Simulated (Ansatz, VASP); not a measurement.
C in VASP and in Ansatz

The input INCAR:

```
PREC = Accurate
ENCUT = 520
EDIFF = 1E-6
ISMEAR = 0
SIGMA = 0.05
LREAL = False
LASPH = True
NELM = 60
ALGO = Normal
ISIF = 2
LWAVE = False
LCHARG = True
GGA = CA
LELF = True
LVHAR = True
NBANDS = 26
```

The input KPOINTS:

```
regular mesh
0
Gamma
  8 8 8
```

Contents of POSCAR:

```
C
1.0
   -2.4827102475      2.4827102475      2.4465542730
    2.4827102475     -2.4827102475      2.4465542730
    2.4827102475      2.4827102475     -2.4465542730
C
8
Direct
    0.3254710859      0.0000000000      0.0000000000
    0.6745289141      0.6745289141      0.6745289141
    0.0000000000      0.3254710859      0.0000000000
    0.0000000000      0.0000000000      0.3254710859
    0.0000000000      0.6745289141      0.0000000000
    0.3254710859      0.3254710859      0.3254710859
    0.6745289141      0.0000000000      0.0000000000
    0.0000000000      0.0000000000      0.6745289141
```

Input for Ansatz:

```yaml
crystal:
  lattice:
    - [-2.4827102475, 2.4827102475, 2.446554273]
    - [2.4827102475, -2.4827102475, 2.446554273]
    - [2.4827102475, 2.4827102475, -2.446554273]
  atoms:
    - { symbol: C, position: [0.3254710859, 0.0, 0.0] }
    - { symbol: C, position: [0.6745289141, 0.6745289141, 0.6745289141] }
    - { symbol: C, position: [0.0, 0.3254710859, 0.0] }
    - { symbol: C, position: [0.0, 0.0, 0.3254710859] }
    - { symbol: C, position: [0.0, 0.6745289141, 0.0] }
    - { symbol: C, position: [0.3254710859, 0.3254710859, 0.3254710859] }
    - { symbol: C, position: [0.6745289141, 0.0, 0.0] }
    - { symbol: C, position: [0.0, 0.0, 0.6745289141] }
basis:
  ecutwfc: 420
kpoints:
  mp_grid: { grid: [8, 8, 8] }
hamiltonian:
  xc: lda
scf:
  occupations: { method: gaussian, width: 0.05 }
output:
  forces: true
  stress: true
  eigenvalues: true
```

Change from the starting cell: strain +0.030 along x and y, +0.015 along z, atoms carried along.

Alike in both runs: task single point; functional LDA; k mesh 8 × 8 × 8; occupations gaussian, width 0.05 eV; no spin polarisation.

```csv
,VASP,Ansatz
version,VASP 6.6.1,Ansatz 0.2.0
potentials or method,"VASP PAW LDA potentials, release 64 (C), cutoff 520 eV","scalar-relativistic, plane waves, PAW"
valence electrons in the cell,32,32
```

```csv
,VASP,Ansatz,Ansatz less VASP
gap on the k mesh at the Fermi level (eV),2.74,2.75,+0.007
least direct gap on the mesh (eV),3.64,3.66,+0.017
pressure (GPa),-21.1,-22.1,-0.91
"traceless stress, the component that is largest in VASP (GPa)",4.87,4.84,-0.027
rms of the force components (eV/Å),0.220,0.234,+0.0141
```

LDA's correlation is that of Perdew and Zunger in VASP and of Perdew and Wang (1992) in Ansatz. Atom by atom the forces differ by 0.019 eV/Å (rms over components).
